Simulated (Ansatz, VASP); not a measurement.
## Al2O3 in VASP and in Ansatz

INCAR

```
ALGO = Normal
EDIFF = 1E-7
ENCUT = 520
ISIF = 2
ISMEAR = 0
LASPH = True
LCHARG = True
LELF = True
LREAL = False
LVHAR = True
LWAVE = False
NBANDS = 20
NELM = 100
PREC = Accurate
SIGMA = 0.01
```

The input KPOINTS:

```
k-points
0
Gamma
  7 7 2
```

File POSCAR:

```
Al2O3
1.0
    2.8843249500      0.0000000000      0.0000000000
   -1.4421624700      2.4978986800      0.0000000000
    0.0000000000      0.0000000000      9.3367544600
Al O
2 3
Direct
    0.0000000000      0.0000000000      0.1499923300
    0.0000000000      0.0000000000      0.8500076700
    0.3333333333      0.6666666667      0.2223169200
    0.6666666667      0.3333333333      0.0000000000
    0.3333333333      0.6666666667      0.7776830800
```

Input for Ansatz:

```yaml
crystal:
  lattice:
    - [2.88432495, 0.0, 0.0]
    - [-1.44216247, 2.49789868, 0.0]
    - [0.0, 0.0, 9.33675446]
  atoms:
    - { symbol: Al, position: [0.0, 0.0, 0.14999233] }
    - { symbol: Al, position: [0.0, 0.0, 0.85000767] }
    - { symbol: O, position: [0.3333333333333333, 0.6666666666666666, 0.22231692] }
    - { symbol: O, position: [0.6666666666666666, 0.3333333333333333, 0.0] }
    - { symbol: O, position: [0.3333333333333333, 0.6666666666666666, 0.77768308] }
basis:
  ecutwfc: 462.593566181796
kpoints:
  mp_grid:
    grid: [7, 7, 2]
hamiltonian:
  xc: lda
scf:
  occupations:
    method: fixed
output:
  wannier:
    kmesh: [5, 5, 2]
    projections:
      - { species: O, l: p }
    minimise: true
```

Alike in both runs: task single point; functional LDA; k mesh 7 × 7 × 2; no spin polarisation.

|  | VASP | Ansatz |
| --- | --- | --- |
| version | VASP 6.6.1 | Ansatz 0.2.0 |
| potentials or method | VASP PAW LDA potentials, release 64 (Al, O), cutoff 520 eV | plane waves, PAW |
| occupations | gaussian, width 0.01 eV | fixed |
| valence electrons in the cell | 24 | 24 |

VASP gave:

```
gap on the k mesh at the Fermi level (eV) : 4.76
```

What did Ansatz give for the same quantities?

gap on the k mesh at the Fermi level (eV): 4.78.

LDA's correlation is that of Perdew and Zunger in VASP and of Perdew and Wang (1992) in Ansatz.
